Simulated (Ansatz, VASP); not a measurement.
One calculation of NiGe, two programs

```
Ni Ge
1.0
    -0.00092   -3.42700    0.00126
    -5.45126    0.00039    0.00037
     0.00022   -0.00105   -5.87782
Ni Ge
4 4
Direct
  0.24997 0.00475 0.81037
  0.75001 0.99526 0.18963
  0.74997 0.49525 0.31035
  0.25002 0.50475 0.68965
  0.25004 0.18933 0.41566
  0.74998 0.81067 0.58435
  0.75003 0.31069 0.91565
  0.24999 0.68931 0.08434
```

Change from the starting cell: cell x1, atoms moved at random (sigma 0.1 Å) and cell strained at random (1.5 %), then relaxed without symmetry.

Alike in both runs: functional PBE; k mesh 6 × 4 × 4; occupations gaussian, width 0.2 eV; no spin polarisation.

Ansatz relaxed the structure, and its values are those at the end. VASP's run is a single point on that final structure, the one shown.

```csv
,VASP,Ansatz
version,VASP 6.6.1,Ansatz 0.2.0
potentials or method,"VASP PAW PBE potentials, release 64 (Ni, Ge_d), cutoff 520 eV","scalar-relativistic, plane waves, PAW"
valence electrons in the cell,96,128
```

```tsv
	VASP	Ansatz	Ansatz less VASP
gap on the k mesh at the Fermi level (eV)	none	none	-
pressure (GPa)	0.0	-0.1	-0.12
rms of the force components (eV/Å)	0.011	0.008	-0.0031
```

A gap of «none» marks a metal or a gap that the smearing closes. VASP's potentials hold 96 valence electrons a cell and Ansatz's 128, so a difference there can come from the potentials and not from the codes.
